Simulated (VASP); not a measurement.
A run of VASP 6.6.1:

The input INCAR:

```
ALGO = Normal
EDIFF = 1E-6
ENCUT = 520
GGA = PE
ISIF = 2
ISMEAR = 0
LASPH = True
LCHARG = False
LREAL = False
LWAVE = False
NBANDS = 32
NELM = 60
PREC = Accurate
SIGMA = 0.1
```

Contents of KPOINTS:

```
k-points
0
Gamma
  3 3 4
```

POSCAR

```
ZrBr5
1.0
    5.5013156805      0.0000000000      0.0000000000
   -2.7506578402      4.7642791335      0.0000000000
    0.0000000000      0.0000000000      7.2557691758
Zr Br
1 5
Direct
    0.0000000000      0.0000000000      0.5000000000
    0.5000000000      0.0000000000      0.0000000000
    0.0000000000      0.5000000000      0.0000000000
    0.5000000000      0.5000000000      0.0000000000
    0.3333333333      0.6666666667      0.4968267910
    0.6666666667      0.3333333333      0.5031732090
```

Potentials or basis: VASP PAW PBE potentials, release 64 (Zr_sv, Br).

The run is started by

```bash
$ cat potpaw_PBE.64/Zr_sv/POTCAR potpaw_PBE.64/Br/POTCAR > POTCAR
$ mpirun -np 1 vasp_std > vasp.out
```

Hardware: 1 thread of Intel(R) Xeon(R) Platinum 8488C (Sapphire Rapids), on a shared host.

**Question.** How long does it take, and how much memory?

**Answer.** Run time: 110 s on 1 thread of Intel(R) Xeon(R) Platinum 8488C (Sapphire Rapids), with other jobs on the host, peak memory 0.3 GiB. Counts: scf iterations 33, k points 10.
